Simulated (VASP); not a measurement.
Input of a VASP 6.6.1 run:

Contents of INCAR:

```
ALGO = Normal ; EDIFF = 1E-6
ENCUT = 520 ; GGA = PE
ISIF = 2 ; ISMEAR = 0
IVDW = 12 ; LASPH = T
LCHARG = F ; LREAL = Auto
LUSENCCL = F ; LWAVE = F
NBANDS = 89 ; NELM = 80
PREC = Accurate ; SIGMA = 0.05
```

File KPOINTS:

```
k-points
0
Gamma
  5 5 1
```

The input POSCAR:

```
Zn12H2O
1.0
    5.3200000000      0.0000000000      0.0000000000
    2.6600000000      4.6072550000      0.0000000000
    0.0000000000      0.0000000000     17.9369600000
Zn O H
12 1 2
Direct
    0.0000000000      0.0000000000      0.0557508073
    0.5000000000      0.0000000000      0.0557508073
   -0.0000000543      0.5000001085      0.0557508073
    0.4999999457      0.5000001085      0.0557508073
   -0.1648516360      0.3324532721      0.1875516252
    0.3345130566      0.3317246386      0.1876874900
   -0.1650580702      0.8313097495      0.1873990353
    0.3352136021      0.8314716681      0.1870733948
    0.0029366129     -0.0034059326      0.3164177207
    0.5027798056     -0.0029058517      0.3184650019
    0.0034942754      0.4978960357      0.3236021600
    0.5028881562      0.4972199281      0.3181576477
    1.0053049623      0.3747261656      0.4915798441
    0.9255382873      0.2706418464      0.4650279089
    0.8389001692      0.5274568045      0.5176993203
```

Potentials or basis: VASP PAW PBE potentials, release 64 (Zn, O, H).

The run is started by

```bash
$ cat potpaw_PBE.64/Zn/POTCAR potpaw_PBE.64/O/POTCAR potpaw_PBE.64/H/POTCAR > POTCAR
$ mpirun -np 1 vasp_std > vasp.out
```

Problem. What does it give for the dispersion energy per atom?

Solution. -0.246 eV.

Problem. Predict the largest force.

Solution. 0.135 eV/Å.

Problem. What does it give for the band gap on the k mesh?

Solution. Zero (bands 76 and 77 overlap by 1.71 eV).

Forces on the atoms (eV/Å):
```
Zn  -0.001  0.002  0.028
Zn   0.006  0.001  0.014
Zn   0.004 -0.006 -0.032
Zn   0.001 -0.014  0.014
Zn  -0.001  0.000 -0.001
Zn   0.000  0.000 -0.001
Zn   0.000  0.001  0.000
Zn  -0.001  0.000 -0.004
Zn  -0.002 -0.002  0.006
Zn  -0.002  0.002  0.009
Zn  -0.002 -0.001  0.012
Zn  -0.004  0.001  0.004
O    0.074 -0.006 -0.013
H   -0.053 -0.088 -0.088
H   -0.019  0.110  0.050
```

Caveat: there is no dipole correction, which matters where the two faces differ.
